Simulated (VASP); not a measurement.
# TaF3 in VASP: further runs

Runs on TaF3. Level: LDA. Tasks: single point.

Everything below comes from runs of VASP 6.6.1. Logs are shortened: lines on timing, memory, paths and dates and some standing lists are left out, and cuts for length are marked.

## 1. The cell of the first run

The structure is cubic, space group Pm-3m (No. 221). The conventional cell has a = 3.784 Å, b = 3.784 Å, c = 3.784 Å, α = 90.00°, β = 90.00°, γ = 90.00°. Ta (site symmetry m-3m) has 6 F at 1.89 Å within 2.5 Å. F (site symmetry 4/mmm) has 2 Ta at 1.89 Å within 2.5 Å.

## 2. Single point, LDA (strain -0.030 along x and y, -0.030 along z)

Input file INCAR:

```
ALGO     = Normal         # electronic algorithm
EDIFF    = 1E-6           # SCF threshold, eV
ENCUT    = 600            # plane-wave cutoff, eV
GGA      = CA             # functional
GGA_COMPAT= False        
ISIF     = 2              # what is computed and relaxed
ISMEAR   = 0              # smearing method
LASPH    = True           # aspherical terms in the spheres
LCHARG   = True           # write CHGCAR
LELF     = True           # ELF
LREAL    = False          # projectors in reciprocal space
LVHAR    = True         
LWAVE    = False          # write WAVECAR
NBANDS   = 24             # bands
NELM     = 120            # most SCF steps
PREC     = Accurate       # precision mode
SIGMA    = 0.15           # smearing width, eV
```

Input file KPOINTS:

```
k-points
0
Gamma
  12 12 12
```

Input file POSCAR:

```
TaF3
1.0
    3.7841640000      0.0000000000      0.0000000000
    0.0000000000      3.7841640000      0.0000000000
    0.0000000000      0.0000000000      3.7841640000
Ta F
1 3
Direct
    0.0000000000      0.0000000000      0.0000000000
    0.5000000000      0.0000000000      0.0000000000
    0.0000000000      0.5000000000      0.0000000000
    0.0000000000      0.0000000000      0.5000000000
```

Potentials or basis: VASP PAW LDA potentials, release 64 (Ta_pv, F).

Command:

```
$ cat potpaw_LDA.64/Ta_pv/POTCAR potpaw_LDA.64/F/POTCAR > POTCAR
$ mpirun -np 1 vasp_std > vasp.out
```

OUTCAR:

```text
EDIFF = 1E-6
   ENCUT = 600
   GGA = CA
   ISIF = 2
   ISMEAR = 0
   LASPH = True
   LREAL = False
   NELM = 120
   PREC = Accurate

 ion  position               nearest neighbor table
   1  0.000  0.000  0.000-   2 1.89   3 1.89   4 1.89   4 1.89   3 1.89   2 1.89
   2  0.500  0.000  0.000-   1 1.89   1 1.89
   3  0.000  0.500  0.000-   1 1.89   1 1.89
   4  0.000  0.000  0.500-   1 1.89   1 1.89

  LATTYP: Found a simple cubic cell.
 ALAT       =     3.7841640000

  Lattice vectors:

 A1 = (   3.7841640000,   0.0000000000,   0.0000000000)
 A2 = (   0.0000000000,   3.7841640000,   0.0000000000)
 A3 = (   0.0000000000,   0.0000000000,   3.7841640000)

Analysis of symmetry for initial positions (statically):
=====================================================================
 Subroutine PRICEL returns:
 Original cell was already a primitive cell.

 Routine SETGRP: Setting up the symmetry group for a
 simple cubic supercell.

 Subroutine GETGRP returns: Found 48 space group operations
 (whereof 48 operations were pure point group operations)
 out of a pool of 48 trial point group operations.

The static configuration has the point symmetry O_h .

Analysis of symmetry for dynamics (positions and initial velocities):
=====================================================================
 Subroutine PRICEL returns:
 Original cell was already a primitive cell.

 Routine SETGRP: Setting up the symmetry group for a
 simple cubic supercell.

 Subroutine GETGRP returns: Found 48 space group operations
 (whereof 48 operations were pure point group operations)
 out of a pool of 48 trial point group operations.

The dynamic configuration has the point symmetry O_h .

 Subroutine INISYM returns: Found 48 space group operations
 (whereof 48 operations are pure point group operations),
 and found     1 'primitive' translations

----------------------------------------------------------------------------------------

                                     Primitive cell

  volume of cell :      54.1888

  direct lattice vectors                    reciprocal lattice vectors
     3.784164000  0.000000000  0.000000000     0.264259160  0.000000000  0.000000000
     0.000000000  3.784164000  0.000000000     0.000000000  0.264259160  0.000000000
     0.000000000  0.000000000  3.784164000     0.000000000  0.000000000  0.264259160

  length of vectors
     3.784164000  3.784164000  3.784164000     0.264259160  0.264259160  0.264259160

  position of ions in fractional coordinates (direct lattice)
     0.000000000  0.000000000  0.000000000
     0.500000000  0.000000000  0.000000000
     0.000000000  0.500000000  0.000000000
     0.000000000  0.000000000  0.500000000

  ion indices of the primitive-cell ions
   primitive index   ion index
                 1           1
                 2           2
                 3           3
                 4           4

----------------------------------------------------------------------------------------

 KPOINTS: k-points

Automatic generation of k-mesh.
 Grid dimensions read from file:
 generate k-points for:   12   12   12

 Generating k-lattice:

  Cartesian coordinates                     Fractional coordinates (reciprocal lattice)
     0.022021597  0.000000000  0.000000000     0.083333333  0.000000000  0.000000000
     0.000000000  0.022021597  0.000000000     0.000000000  0.083333333  0.000000000
     0.000000000  0.000000000  0.022021597     0.000000000  0.000000000  0.083333333

  Length of vectors
     0.022021597  0.022021597  0.022021597

  Shift w.r.t. Gamma in fractional coordinates (k-lattice)
     0.000000000  0.000000000  0.000000000

 Subroutine IBZKPT returns following result:
 ===========================================

 Found     84 irreducible k-points:

 Following reciprocal coordinates:
            Coordinates               Weight
  0.000000  0.000000  0.000000      1.000000
  0.083333  0.000000  0.000000      6.000000
  0.166667  0.000000  0.000000      6.000000
  0.250000  0.000000  0.000000      6.000000
  0.333333  0.000000  0.000000      6.000000
  0.416667  0.000000  0.000000      6.000000
[... 16 lines left out ...]
  0.333333  0.333333  0.000000     12.000000
  0.416667  0.333333  0.000000     24.000000
 [... further k-points ...]
   k-points           NKPTS =     84   k-points in BZ     NKDIM =     84   number of bands    NBANDS=     24
   number of dos      NEDOS =    301   number of ions     NIONS =      4
   total plane-waves  NPLWV =  27000
   dimension x,y,z NGX =    30 NGY =   30 NGZ =   30
   dimension x,y,z NGXF=    60 NGYF=   60 NGZF=   60
   ions per type =               1   3
   NGX,Y,Z   is equivalent  to a cutoff of  13.18, 13.18, 13.18 a.u.
   NGXF,Y,Z  is equivalent  to a cutoff of  26.36, 26.36, 26.36 a.u.
 SYSTEM =  unknown system
   PREC   = accura    normal or accurate (medium, high low for compatibility)
   ISTART =      0    job   : 0-new  1-cont  2-samecut
   ICHARG =      2    charge: 1-file 2-atom 10-const
   ISPIN  =      1    spin polarized calculation?
   LNONCOLLINEAR =      F non collinear calculations
   LSORBIT =      F    spin-orbit coupling
   LASPH  =      T    aspherical Exc in radial PAW
   ENCUT  =  600.0 eV  44.10 Ry    6.64 a.u.   7.56  7.56  7.56*2*pi/ulx,y,z
   NELM   =    120;   NELMIN=  2; NELMDL= -5     # of ELM steps
   EDIFF  = 0.1E-05   stopping-criterion for ELM
   LREAL  =      F    real-space projection
   EDIFFG = 0.1E-04   stopping-criterion for IOM
   NSW    =      0    number of steps for IOM
   IBRION =     -1    ionic relax: 0-MD 1-quasi-New 2-CG
   NFREE  =      0    steps in history (QN), initial steepest desc. (CG)
   ISIF   =      2    stress and relaxation
   ISYM   =      2    0-nonsym 1-usesym 2-fastsym
   POTIM  = 0.5000    time-step for ionic-motion
   TEBEG  =    0.0;   TEEND  =   0.0 temperature during run
   PSTRESS=    0.0 pullay stress
   NELECT =      32.0000    total number of electrons
   NUPDOWN=      -1.0000    fix difference up-down
   EMIN   =  10.00;   EMAX   =-10.00  energy-range for DOS
   EFERMI =   0.00;   METHOD = LEGACY
   ISMEAR =     0;   SIGMA  =   0.15  broadening in eV -4-tet -1-fermi 0-gaus
   EFERMI_NEDOS =   21; number of points for ismear=-14 and -15
   IALGO  =     38    algorithm
   IMIX   =      4    mixing-type and parameters
     AMIX     =   0.40;   BMIX     =  1.00
     AMIX_MAG =   1.60;   BMIX_MAG =  1.00
  volume/ion in A,a.u.               =      13.55        91.42
  Fermi-wavevector in a.u.,A,eV,Ry     =   1.373477  2.595496 25.666579  1.886440
  Thomas-Fermi vector in A             =   2.498991
   LORBIT       =      0    0 simple, 1 ext, 2 COOP (PROOUT), +10 PAW based schemes
   GGA     = CA    functional components
   LHFCALC =     F    Hartree Fock is set to
   AEXX    =    0.0000 exact exchange contribution
   IVDW    =     0    specifies the selected vdW correction
   LEPSILON=     F    determine dielectric tensor
   LRPA    =     F    only Hartree local field effects (RPA)
 non-spin polarized calculation
 Gauss-broadening in eV      SIGMA  =   0.15
  energy-cutoff  :      600.00
  volume of cell :       54.19
 maximum number of plane-waves:      1856
   NGX = 15   NGY = 15   NGZ = 15

 number of electron      32.0000040 magnetization

 Free energy of the ion-electron system (eV)
  ---------------------------------------------------
  ext. energy  EPLUGINS =         0.00000000
  ---------------------------------------------------
  free energy    TOTEN  =       -28.30438705 eV

  energy without entropy =      -28.27722218  energy(sigma->0) =      -28.29080461

 E-fermi :   5.4504     XC(G=0): -10.1732

 val. band max:        5.4422490751   @ k =   0.4167   0.2500   0.1667
 cond. band min:       5.4514701954   @ k =   0.5000   0.2500   0.1667
 fundamental gap:      0.0092211202
 Fermi energy:         5.4504141084

 k-point     1 :       0.0000    0.0000    0.0000
  band No.  band energies     occupation
      1     -31.5578      2.00000
      2     -31.5578      2.00000
      3     -31.5578      2.00000
      4     -23.9107      2.00000
      5     -23.5595      2.00000
      6     -23.5595      2.00000
[... 16 lines left out ...]
     23      13.7198      0.00000
     24      14.9913      0.00000

 k-point     2 :       0.0833    0.0000    0.0000
  band No.  band energies     occupation
      1     -31.5996      2.00000
      2     -31.5571      2.00000
      3     -31.5571      2.00000
      4     -23.8752      2.00000
      5     -23.5588      2.00000
      6     -23.4814      2.00000
[... 16 lines left out ...]
     23      13.7866      0.00000
     24      14.8022      0.00000

 k-point     3 :       0.1667    0.0000    0.0000
  band No.  band energies     occupation
      1     -31.7098      2.00000
      2     -31.5553      2.00000
      3     -31.5553      2.00000
      4     -23.8266      2.00000
      5     -23.5570      2.00000
      6     -23.2176      2.00000
[... 16 lines left out ...]
     23      13.9759      0.00000
     24      14.9416      0.00000

 k-point     4 :       0.2500    0.0000    0.0000
  band No.  band energies     occupation
      1     -31.8518      2.00000
      2     -31.5528      2.00000
      3     -31.5528      2.00000
      4     -23.8013      2.00000
      5     -23.5545      2.00000
      6     -22.8081      2.00000
[... 16 lines left out ...]
     23      14.2532      0.00000
     24      15.2740      0.00000

 k-point     5 :       0.3333    0.0000    0.0000
  band No.  band energies     occupation
      1     -31.9854      2.00000
      2     -31.5504      2.00000
      3     -31.5504      2.00000
      4     -23.7885      2.00000
      5     -23.5520      2.00000
      6     -22.3718      2.00000
[... 451 lines left out ...]
 k-point    22 :       0.5000    0.2500    0.0000
  band No.  band energies     occupation
      1     -32.1060      2.00000
      2     -31.8412      2.00000
      3     -31.5431      2.00000
      4     -23.6670      2.00000
      5     -22.8040      2.00000
      6     -21.9066      2.00000
[... 16 lines left out ...]
     23      13.1159      0.00000
     24      14.8604      0.00000

 k-point    23 :       0.3333    0.3333    0.0000
  band No.  band energies     occupation
      1     -31.9784      2.00000
      2     -31.9759      2.00000
      3     -31.5431      2.00000
      4     -23.6646      2.00000
      5     -22.3955      2.00000
      6     -22.3381      2.00000
[... 16 lines left out ...]
     23      12.8757      0.00000
     24      15.0272      0.00000

 k-point    24 :       0.4167    0.3333    0.0000
  band No.  band energies     occupation
      1     -32.0701      2.00000
      2     -31.9752      2.00000
      3     -31.5413      2.00000
      4     -23.6602      2.00000
      5     -22.3657      2.00000
      6     -22.0300      2.00000
[... 16 lines left out ...]
     23      13.2575      0.00000
     24      14.5592      0.00000

 [... further k-points ...]
[... 5 lines left out ...]
  --------------------------------------------------------------------------------------
  -------------------------------------------------------------------------------------
  Total       12.8979101     12.8979101     12.8979101      0.0000000      0.0000000     -0.0000000
  in kB      381.3467756    381.3467756    381.3467756      0.0000000      0.0000000     -0.0000000
  external PRESSURE =     381.3467756 kB  Pullay stress =       0.0000000 kB

 VOLUME and BASIS-vectors are now :
 -----------------------------------------------------------------------------
  energy-cutoff  :      600.00
  volume of cell :       54.19
      direct lattice vectors                 reciprocal lattice vectors
     3.784164000  0.000000000  0.000000000     0.264259160  0.000000000  0.000000000
     0.000000000  3.784164000  0.000000000     0.000000000  0.264259160  0.000000000
     0.000000000  0.000000000  3.784164000     0.000000000  0.000000000  0.264259160

 POSITION                                       TOTAL-FORCE (eV/Angst)
 -----------------------------------------------------------------------------------
      0.00000      0.00000      0.00000         0.000000      0.000000      0.000000
      1.89208      0.00000      0.00000         0.000000      0.000000      0.000000
      0.00000      1.89208      0.00000         0.000000      0.000000      0.000000
      0.00000      0.00000      1.89208         0.000000      0.000000      0.000000
 -----------------------------------------------------------------------------------
    total drift:                               -0.000000      0.000000      0.000000

  FREE ENERGIE OF THE ION-ELECTRON SYSTEM (eV)
  ---------------------------------------------------
  free  energy   TOTEN  =       -28.3043870517 eV

  energy  without entropy=      -28.2772221768  energy(sigma->0) =      -28.29080461
```

It took 80 s on 1 thread of AMD EPYC 9R45 (Zen 5), shared host; peak memory 0.2 GiB.

What came out:

- Free energy: -28.3044 eV
- Pressure: 38.1 GPa
- Band gap on the k mesh: zero (band 16 reaches 7.61 eV, above the bottom of band 17 at 3.97 eV)

Levels at points of the mesh, in eV from the Fermi level:
```tsv
k point	band 12	band 13	band 14	band 15	band 16	band 17	band 18	band 19	band 20	band 21
(0.00, 0.00, 0.00)	-9.75	-9.58	-9.58	-9.58	-1.48	-1.48	-1.48	-0.91	3.18	3.18
(0.50, 0.00, 0.00)	-10.25	-9.93	-9.61	-9.61	-1.37	0.47	0.47	1.92	2.41	3.34
(0.50, 0.50, 0.00)	-10.20	-10.20	-9.91	-8.97	0.61	0.61	1.69	4.07	4.54	4.94
(0.50, 0.50, 0.50)	-12.23	-8.96	-8.96	-8.96	2.16	2.16	2.16	2.89	7.95	7.95
```

Caveat: the cell differs from its parent crystal (strain -0.030 along x and y, -0.030 along z); spin-orbit coupling is left out, which moves the levels of the heavy elements.

(Continued in part 2 of 3.)
